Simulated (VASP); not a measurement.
# Al4Co (P6/mmm) in VASP: further runs

Al4Co is run at these levels: PBE; tasks: single point, relaxation of cell and atoms.

All numbers are computed with VASP 6.6.1; they aren't measurements. Logs are shortened: lines on timing, memory, paths and dates and some standing lists are left out, and cuts for length are marked.

### Step 1. The cell of the first run

Symmetry: P6/mmm, No. 191, hexagonal system. Conventional cell: a = 7.067 Å, b = 7.067 Å, c = 4.418 Å, α = 90.00°, β = 90.00°, γ = 120.00°. Al (site symmetry mm2) has 6 Al at 2.51 to 2.73 Å and 2 Co at 2.74 Å within 3.3 Å. Within 3.6 Å of Al (site symmetry -6m2) lie 6 Al at 2.71 Å. Co (site symmetry 6mm) has 2 Co at 2.19 to 2.23 Å and 6 Al at 2.74 Å within 2.9 Å.

The cell was generated, and may not be a known phase.

### Step 2. Single point, PBE, collinear spin, ferromagnetic start

INCAR reads:

```
ALGO     = Normal         # electronic algorithm
EDIFF    = 1E-6           # SCF threshold, eV
ENCUT    = 520            # plane-wave cutoff, eV
GGA      = PE             # functional
ISIF     = 2              # what is computed and relaxed
ISMEAR   = 0              # smearing method
ISPIN    = 2              # spin polarisation
LASPH    = T              # aspherical terms in the spheres
LCHARG   = F              # write CHGCAR
LMAXMIX  = 4              # l up to which the mixer works
LORBIT   = 11             # projections on sites
LREAL    = F              # projectors in reciprocal space
LWAVE    = F              # write WAVECAR
MAGMOM   = 0 0 0 0 0 0 0 0 3 3 # initial moments
NBANDS   = 36             # bands
NELM     = 150            # most SCF steps
PREC     = Accurate       # precision mode
SIGMA    = 0.2            # smearing width, eV
```

KPOINTS reads:

```
k-points
0
Gamma
  3 3 3
```

POSCAR reads:

```
Al4Co
1.0
    7.0671797317      0.0000000033      0.0000000000
   -3.5335898687      6.1203571791      0.0000000000
    0.0000000000      0.0000000000      4.4176169021
Al Co
8 2
Direct
    0.2047318696      0.4094637392      0.5000000000
    0.5905362608      0.7952681304      0.5000000000
    0.2047318696      0.7952681304      0.5000000000
    0.7952681304      0.5905362608      0.5000000000
    0.4094637392      0.2047318696      0.5000000000
    0.7952681304      0.2047318696      0.5000000000
    0.3333333333      0.6666666667      0.0000000000
    0.6666666667      0.3333333333      0.0000000000
    0.0000000000      0.0000000000      0.2520313631
    0.0000000000      0.0000000000      0.7479686369
```

Potentials or basis: VASP PAW PBE potentials, release 64 (Al, Co).

Started as:

```bash
cat potpaw_PBE.64/Al/POTCAR potpaw_PBE.64/Co/POTCAR > POTCAR
mpirun -np 1 vasp_std > vasp.out
```

OUTCAR:

```text
EDIFF = 1E-6
   ENCUT = 520
   GGA = PE
   ISIF = 2
   ISMEAR = 0
   ISPIN = 2
   LASPH = T
   LORBIT = 11
   LREAL = F
   NELM = 150
   PREC = Accurate

 ion  position               nearest neighbor table
   1  0.205  0.409  0.500-   5 2.51   6 2.51   7 2.71   7 2.71   3 2.73   2 2.73  10 2.74   9 2.74

   2  0.591  0.795  0.500-   6 2.51   4 2.51   7 2.71   7 2.71   1 2.73   3 2.73  10 2.74   9 2.74

   3  0.205  0.795  0.500-   5 2.51   4 2.51   7 2.71   7 2.71   1 2.73   2 2.73  10 2.74   9 2.74

   4  0.795  0.591  0.500-   2 2.51   3 2.51   8 2.71   8 2.71   6 2.73   5 2.73  10 2.74   9 2.74

   5  0.409  0.205  0.500-   3 2.51   1 2.51   8 2.71   8 2.71   4 2.73   6 2.73  10 2.74   9 2.74

   6  0.795  0.205  0.500-   2 2.51   1 2.51   8 2.71   8 2.71   4 2.73   5 2.73  10 2.74   9 2.74

   7  0.333  0.667  0.000-   3 2.71   3 2.71   1 2.71   1 2.71   2 2.71   2 2.71
   8  0.667  0.333  0.000-   6 2.71   6 2.71   4 2.71   4 2.71   5 2.71   5 2.71
   9  0.000  0.000  0.252-  10 2.19  10 2.23   1 2.74   4 2.74   3 2.74   6 2.74   5 2.74   2 2.74

  10  0.000  0.000  0.748-   9 2.19   9 2.23   4 2.74   1 2.74   6 2.74   3 2.74   2 2.74   5 2.74

  LATTYP: Found a hexagonal cell.
 ALAT       =     7.0671797317
 C/A-ratio  =     0.6250890836

  Lattice vectors:

 A1 = (   7.0671797317,   0.0000000033,   0.0000000000)
 A2 = (  -3.5335898687,   6.1203571791,   0.0000000000)
 A3 = (   0.0000000000,   0.0000000000,   4.4176169021)

Analysis of symmetry for initial positions (statically):
=====================================================================
 Subroutine PRICEL returns:
 Original cell was already a primitive cell.

 Routine SETGRP: Setting up the symmetry group for a
 hexagonal supercell.

 Subroutine GETGRP returns: Found 24 space group operations
 (whereof 24 operations were pure point group operations)
 out of a pool of 24 trial point group operations.

The static configuration has the point symmetry D_6h.

Analysis of symmetry for dynamics (positions and initial velocities):
=====================================================================
 Subroutine PRICEL returns:
 Original cell was already a primitive cell.

 Routine SETGRP: Setting up the symmetry group for a
 hexagonal supercell.

 Subroutine GETGRP returns: Found 24 space group operations
 (whereof 24 operations were pure point group operations)
 out of a pool of 24 trial point group operations.

The dynamic configuration has the point symmetry D_6h.

Analysis of structural, dynamic, and magnetic symmetry:
=====================================================================
 Subroutine PRICEL returns:
 Original cell was already a primitive cell.

 Routine SETGRP: Setting up the symmetry group for a
 hexagonal supercell.

 Subroutine GETGRP returns: Found 24 space group operations
 (whereof 24 operations were pure point group operations)
 out of a pool of 24 trial point group operations.

The overall configuration has the point symmetry D_6h.

 Subroutine INISYM returns: Found 24 space group operations
 (whereof 24 operations are pure point group operations),
 and found     1 'primitive' translations

----------------------------------------------------------------------------------------

                                     Primitive cell

  volume of cell :     191.0781

  direct lattice vectors                    reciprocal lattice vectors
     7.067179732  0.000000003  0.000000000     0.141499161  0.081694579  0.000000000
    -3.533589869  6.120357179  0.000000000    -0.000000000  0.163389157  0.000000000
     0.000000000  0.000000000  4.417616902     0.000000000  0.000000000  0.226366392

  length of vectors
     7.067179732  7.067179732  4.417616902     0.163389157  0.163389157  0.226366392

  position of ions in fractional coordinates (direct lattice)
     0.204731870  0.409463739  0.500000000
     0.590536261  0.795268130  0.500000000
     0.204731870  0.795268130  0.500000000
     0.795268130  0.590536261  0.500000000
[... 60 lines left out ...]
   NGX,Y,Z   is equivalent  to a cutoff of  12.70, 12.70, 13.55 a.u.
   NGXF,Y,Z  is equivalent  to a cutoff of  25.41, 25.41, 27.10 a.u.
 SYSTEM =  unknown system
   PREC   = accura    normal or accurate (medium, high low for compatibility)
   ISTART =      0    job   : 0-new  1-cont  2-samecut
   ICHARG =      2    charge: 1-file 2-atom 10-const
   ISPIN  =      2    spin polarized calculation?
   LNONCOLLINEAR =      F non collinear calculations
   LSORBIT =      F    spin-orbit coupling
   LASPH  =      T    aspherical Exc in radial PAW
   ENCUT  =  520.0 eV  38.22 Ry    6.18 a.u.  13.14 13.14  8.21*2*pi/ulx,y,z
   NELM   =    150;   NELMIN=  2; NELMDL= -5     # of ELM steps
   EDIFF  = 0.1E-05   stopping-criterion for ELM
   LREAL  =      F    real-space projection
   EDIFFG = 0.1E-04   stopping-criterion for IOM
   NSW    =      0    number of steps for IOM
   IBRION =     -1    ionic relax: 0-MD 1-quasi-New 2-CG
   NFREE  =      0    steps in history (QN), initial steepest desc. (CG)
   ISIF   =      2    stress and relaxation
   ISYM   =      2    0-nonsym 1-usesym 2-fastsym
   POTIM  = 0.5000    time-step for ionic-motion
   TEBEG  =    0.0;   TEEND  =   0.0 temperature during run
   PSTRESS=    0.0 pullay stress
   NELECT =      42.0000    total number of electrons
   NUPDOWN=      -1.0000    fix difference up-down
   EMIN   =  10.00;   EMAX   =-10.00  energy-range for DOS
   EFERMI =   0.00;   METHOD = LEGACY
   ISMEAR =     0;   SIGMA  =   0.20  broadening in eV -4-tet -1-fermi 0-gaus
   EFERMI_NEDOS =   21; number of points for ismear=-14 and -15
   IALGO  =     38    algorithm
   IMIX   =      4    mixing-type and parameters
     AMIX     =   0.40;   BMIX     =  1.00
     AMIX_MAG =   1.60;   BMIX_MAG =  1.00
  volume/ion in A,a.u.               =      19.11       128.95
  Fermi-wavevector in a.u.,A,eV,Ry     =   0.987994  1.867038 13.281082  0.976132
  Thomas-Fermi vector in A             =   2.119488
   LORBIT       =     11    0 simple, 1 ext, 2 COOP (PROOUT), +10 PAW based schemes
   GGA     = PE    functional components
   LHFCALC =     F    Hartree Fock is set to
   AEXX    =    0.0000 exact exchange contribution
   IVDW    =     0    specifies the selected vdW correction
   LEPSILON=     F    determine dielectric tensor
   LRPA    =     F    only Hartree local field effects (RPA)
 spin polarized calculation
 Gauss-broadening in eV      SIGMA  =   0.20
  energy-cutoff  :      520.00
  volume of cell :      191.08
 maximum number of plane-waves:      5159
 NGX is ok and might be reduce to    54
   NGX = 27   NGY = 27   NGZ = 17

 number of electron      42.0000007 magnetization       2.8630475

 Free energy of the ion-electron system (eV)
  ---------------------------------------------------
  ext. energy  EPLUGINS =         0.00000000
  ---------------------------------------------------
  free energy    TOTEN  =       -38.77306666 eV

  energy without entropy =      -38.60875417  energy(sigma->0) =      -38.69091042

 E-fermi :   5.6758     XC(G=0):  -9.6161

 val. band max:        5.6583858127   @ k =   0.3333  -0.0000   0.0000
 cond. band min:       5.6824113716   @ k =   0.3333   0.3333   0.3333
 fundamental gap:      0.0240255589
 Fermi energy:         5.6758380145

 spin component 1

 k-point     1 :       0.0000    0.0000    0.0000
  band No.  band energies     occupation
      1      -4.0115      1.00000
      2      -1.5010      1.00000
      3      -0.0144      1.00000
      4       0.0401      1.00000
      5       0.0401      1.00000
      6       0.2830      1.00000
[... 205 lines left out ...]
     32      10.2852      0.00000
     33      10.2852      0.00000
 Fermi energy:         5.6758380145

 spin component 2

 k-point     1 :       0.0000    0.0000    0.0000
  band No.  band energies     occupation
      1      -3.9837      1.00000
      2      -1.4650      1.00000
      3       0.0626      1.00000
      4       0.1121      1.00000
      5       0.1121      1.00000
      6       0.3503      1.00000
[... 205 lines left out ...]
     32      10.3898      0.00000
     33      10.3898      0.00000
 [bands above 33 left out]

------------------------ aborting loop because EDIFF is reached ----------------------------------------

  FORCE on cell =-STRESS in cart. coord.  units (eV):
  Direction    XX          YY          ZZ          XY          YZ          ZX
  --------------------------------------------------------------------------------------
  -------------------------------------------------------------------------------------
  Total        0.7924614      0.7924614      2.9276042      0.0000000     -0.0000000      0.0000000
  in kB        6.6447361      6.6447361     24.5477672      0.0000000     -0.0000000      0.0000000
  external PRESSURE =      12.6124131 kB  Pullay stress =       0.0000000 kB

 VOLUME and BASIS-vectors are now :
 -----------------------------------------------------------------------------
  energy-cutoff  :      520.00
  volume of cell :      191.08
      direct lattice vectors                 reciprocal lattice vectors
     7.067179732  0.000000003  0.000000000     0.141499161  0.081694579  0.000000000
    -3.533589869  6.120357179  0.000000000    -0.000000000  0.163389157  0.000000000
     0.000000000  0.000000000  4.417616902     0.000000000  0.000000000  0.226366392

 POSITION                                       TOTAL-FORCE (eV/Angst)
 -----------------------------------------------------------------------------------
     -0.00000      2.50606      2.20881        -0.000000      0.033302     -0.000000
      1.36327      4.86733      2.20881        -0.028840     -0.016651      0.000000
     -1.36327      4.86733      2.20881         0.028840     -0.016651      0.000000
      3.53359      3.61429      2.20881         0.000000     -0.033302      0.000000
      2.17032      1.25303      2.20881         0.028840      0.016651     -0.000000
      4.89686      1.25303      2.20881        -0.028840      0.016651     -0.000000
     -0.00000      4.08024      0.00000        -0.000000      0.000000     -0.000000
      3.53359      2.04012      0.00000         0.000000      0.000000      0.000000
      0.00000      0.00000      1.11338        -0.000000      0.000000      0.188096
      0.00000      0.00000      3.30424        -0.000000      0.000000     -0.188096
 -----------------------------------------------------------------------------------
    total drift:                                0.000000      0.000000      0.000000

  FREE ENERGIE OF THE ION-ELECTRON SYSTEM (eV)
  ---------------------------------------------------
  free  energy   TOTEN  =       -38.7730666649 eV

  energy  without entropy=      -38.6087541655  energy(sigma->0) =      -38.69091042

 total charge

# of ion       s       p       d       tot
------------------------------------------
    1        0.448   0.360   0.000   0.807
    2        0.448   0.360   0.000   0.807
    3        0.448   0.360   0.000   0.807
    4        0.448   0.360   0.000   0.807
    5        0.448   0.360   0.000   0.807
    6        0.448   0.360   0.000   0.807
    7        0.457   0.328   0.000   0.786
    8        0.457   0.328   0.000   0.786
    9        0.449   0.342   7.352   8.144
   10        0.449   0.342   7.352   8.144
--------------------------------------------------
tot          4.499   3.499  14.705  22.703

 magnetization (x)

# of ion       s       p       d       tot
------------------------------------------
    1        0.008   0.000   0.000   0.008
    2        0.008   0.000   0.000   0.008
    3        0.008   0.000   0.000   0.008
    4        0.008   0.000   0.000   0.008
    5        0.008   0.000   0.000   0.008
    6        0.008   0.000   0.000   0.008
    7        0.004   0.016   0.000   0.020
    8        0.004   0.016   0.000   0.020
    9        0.008  -0.004   1.347   1.351
   10        0.008  -0.004   1.347   1.351
--------------------------------------------------
tot          0.070   0.023   2.694   2.787
```

It took 1.8 min on 1 thread of Intel Xeon Platinum 8488C (Sapphire Rapids), shared host; peak memory 0.41 GiB.

Results:

| Property | Result |
| --- | --- |
| Free energy | -38.7731 eV |
| Pressure | 1.3 GPa |
| Largest force | 0.188 eV/Å |
| Net moment | 2.86 μB per cell |
| Site moments | Al +0.01, +0.02 (each value once); Co +1.35 μB |
| Valence electrons inside the program's atomic spheres | Al 0.81, 0.79 (each value once); Co 8.14 |

Forces in eV/Å, atoms in the order of the input:
```
Al   0.000  0.033  0.000
Al  -0.029 -0.017  0.000
Al   0.029 -0.017  0.000
Al   0.000 -0.033  0.000
Al   0.029  0.017  0.000
Al  -0.029  0.017  0.000
Al   0.000  0.000  0.000
Al   0.000  0.000  0.000
Co   0.000  0.000  0.188
Co   0.000  0.000 -0.188
```

Stress tensor (GPa, compression positive):
```
0.66 0.00 0.00
0.00 0.66 0.00
0.00 0.00 2.45
```

Caveat: the k points lie up to 0.47 Å⁻¹ apart.

### Step 3. Relaxation of cell and atoms, PBE, collinear spin, ferromagnetic start

This run uses another cell than the first one, of 16.38 Å³/atom.

INCAR reads:

```
SYSTEM = Al4Co
ALGO = Normal
EDIFF = 1E-6
EDIFFG = -0.08
ENCUT = 600
GGA = PE
IBRION = 2
ISIF = 3
ISMEAR = 0
ISPIN = 2
LASPH = .True.
LCHARG = .False.
LMAXMIX = 4
LORBIT = 11
LREAL = .False.
LWAVE = .False.
MAGMOM = 0 0 0 0 0 0 0 0 3 3
NELM = 150
NSW = 36
PREC = Accurate
SIGMA = 0.2
```

KPOINTS reads:

```
k-points
0
Gamma
  3 3 3
  0 0 0
```

POSCAR reads:

```
Al4Co
1.0
    6.1692587500      0.0000000000      0.0000000000
   -3.0846293800      5.3427348000      0.0000000000
    0.0000000000      0.0000000000      4.9710257200
Al Co
8 2
Direct
    0.2017300900      0.4034601900      0.5000000000
    0.5965398100      0.7982699100      0.5000000000
    0.2017300900      0.7982699100      0.5000000000
    0.7982699100      0.5965398100      0.5000000000
    0.4034601900      0.2017300900      0.5000000000
    0.7982699100      0.2017300900      0.5000000000
    0.3333333300      0.6666666700      0.0000000000
    0.6666666700      0.3333333300      0.0000000000
    0.0000000000      0.0000000000      0.2394659800
    0.0000000000      0.0000000000      0.7605340200
```

Potentials or basis: VASP PAW PBE potentials, release 64 (Al, Co).

Started as:

```bash
cat potpaw_PBE.64/Al/POTCAR potpaw_PBE.64/Co/POTCAR > POTCAR
mpirun -np 1 vasp_std > vasp.out
```

It took 23 min on 1 thread of Intel Xeon 6975P-C (Granite Rapids), shared host; peak memory 0.4 GiB.

The run converged. Its results:

```
Free energy                                           : -38.5489 eV
Relaxed volume                                        : 19.21 Å³/atom
Relaxed cell                                          : a = 7.087 Å, b = 7.087 Å, c = 4.417 Å, α = 90.00°, β = 90.00°, γ = 120.00°
Space group after relaxing (to 0.1 Å)                 : P6/mmm (No. 191)
Energy gained by relaxing                             : 366.8 meV/atom
Ionic steps                                           : 12
Pressure after relaxing                               : -0.1 GPa
Largest force after relaxing                          : 0.055 eV/Å
Band gap on the k mesh                                : zero (filled and empty bands overlap)
Net moment                                            : 0.00 μB per cell
Valence electrons inside the program's atomic spheres : Al 0.80, 0.78 (each value once); Co 8.16
```

Forces in eV/Å, atoms in the order of the input:
```
Al   0.000 -0.016  0.000
Al   0.014  0.008  0.000
Al  -0.014  0.008  0.000
Al   0.000  0.016  0.000
Al  -0.014 -0.008  0.000
Al   0.014 -0.008  0.000
Al   0.000  0.000  0.000
Al   0.000  0.000  0.000
Co   0.000  0.000 -0.055
Co   0.000  0.000  0.055
```

Step by step:
```
step  energy change (eV)  largest force (eV/Å)  pressure (GPa)  volume (Å³)
   1              0.0000                1.8341           18.39       163.85
   2             -2.9421                1.0459           -4.64       210.83
   3             -3.0799                0.8315           -1.78       198.01
   4             -3.0839                0.8748           -2.13       199.70
   5             -3.4831                0.6029           -0.93       194.98
   6             -3.5898                0.2150           -0.13       192.27
   7             -3.5487                1.5130            2.53       186.58
   8             -3.6360                0.1760            0.43       190.40
   9             -3.6401                0.4866            0.93       189.33
  10             -3.6410                0.3797            0.76       189.68
  11             -3.6676                0.0843           -0.09       191.88
  12             -3.6678                0.0549           -0.15       192.09
```

Final structure:
```
Al Co
1.0
     7.08663    0.00000    0.00000
    -3.54332    6.13720    0.00000
     0.00000    0.00000    4.41660
Al Co
8 2
Direct
  0.20477 0.40954 0.50000
  0.59046 0.79523 0.50000
  0.20477 0.79523 0.50000
  0.79523 0.59046 0.50000
  0.40954 0.20477 0.50000
  0.79523 0.20477 0.50000
  0.33333 0.66667 0.00000
  0.66667 0.33333 0.00000
  0.00000 0.00000 0.25264
  0.00000 0.00000 0.74736
```

Levels at points of the mesh, in eV from the Fermi level:
Spin up:
```csv
k point,band 16,band 17,band 18,band 19,band 20,band 21,band 22,band 23,band 24,band 25
"(0.00, 0.00, 0.00)",-0.74,-0.64,-0.12,0.31,0.31,1.13,1.13,1.23,1.38,1.94
```
Spin down:
| k point | band 16 | band 17 | band 18 | band 19 | band 20 | band 21 | band 22 | band 23 | band 24 | band 25 |
| --- | --- | --- | --- | --- | --- | --- | --- | --- | --- | --- |
| (0.00, 0.00, 0.00) | -0.74 | -0.64 | -0.12 | 0.31 | 0.31 | 1.13 | 1.13 | 1.23 | 1.38 | 1.94 |

Caveat: the k points lie up to 0.47 Å⁻¹ apart in the final cell, too coarse for converged energies and pressures of a metal; the volume moved by over 15 % at a fixed basis, so the end points are rough; the moments typed at the start vanished in this run; the relaxation stopped at a loose force limit of 0.08 eV/Å, so its end isn't a converged minimum.

The gap in the log of VASP goes by the Fermi energy; the results here count the filled bands.